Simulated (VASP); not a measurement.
Wanted: the native input for a VASP 6.6.1 run.

```yaml
Task: relaxation of cell and atoms
Functional: PBE
Potentials_or_basis: VASP PAW PBE potentials, release 64 (Mo_sv, S)
Cutoff: 600 eV
k_mesh: 12 × 12 × 2
Occupations: gaussian, width 0.02 eV
Spin: no spin polarisation
Dipole_correction: no
Further_INCAR_settings: ALGO = Normal; EDIFF = 1e-06; IBRION = 2; EDIFFG = -0.005; NSW = 100; ISIF = 3
```

The structure of MoS2 lies in POSCAR:

```
MoS2
1.0
    3.1922379100      0.0000000000      0.0000000000
   -1.5961189600      2.7645591300      0.0000000000
    0.0000000000      0.0000000000     13.3782940000
Mo S
2 4
Direct
    0.6666666700      0.3333333300      0.2500000000
    0.3333333300      0.6666666700      0.7500000000
    0.6666666700      0.3333333300      0.6330820000
    0.3333333300      0.6666666700      0.3669180000
    0.6666666700      0.3333333300      0.8669180000
    0.3333333300      0.6666666700      0.1330820000
```

These files were run (other wordings do the same):

INCAR

```
  PREC = Accurate
  ENCUT = 600
  EDIFF = 1E-6
  ISMEAR = 0
  SIGMA = 0.02
  LREAL = F
  LASPH = T
  NELM = 100
  ALGO = Normal
  ISIF = 3
  LWAVE = F
  LCHARG = F
  GGA = PE
  IBRION = 2
  NSW = 100
  EDIFFG = -0.005
```

KPOINTS

```
Automatic mesh
0
Gamma
  12 12 2
```

Potentials or basis: VASP PAW PBE potentials, release 64 (Mo_sv, S).

The run is started by

```sh
$ cat potpaw_PBE.64/Mo_sv/POTCAR potpaw_PBE.64/S/POTCAR > POTCAR
$ mpirun -np 1 vasp_std > vasp.out
```

It gave:

```json
{
 "Relaxed volume": "20.85 Å³/atom",
 "Relaxed cell": "a = 3.185 Å, b = 3.185 Å, c = 14.242 Å, α = 90.00°, β = 90.00°, γ = 120.00°",
 "Space group after relaxing (to 0.05 Å)": "P6_3/mmc (No. 194)",
 "Energy gained by relaxing": "1.9 meV/atom",
 "Ionic steps": "20",
 "Pressure after relaxing": "0.0 GPa",
 "Band gap on the k mesh": "1.39 eV, indirect (least direct gap 1.66 eV)"
}
```

Caveat: this functional lacks dispersion, which binds the layers, so the pressure and a relaxed spacing across them are unreliable.

It took 28 min on 1 thread of Intel(R) Xeon(R) Platinum 8259CL CPU @ 2.50GHz (Skylake/Cascade Lake), with other jobs on the host, peak memory 0.37 GiB.
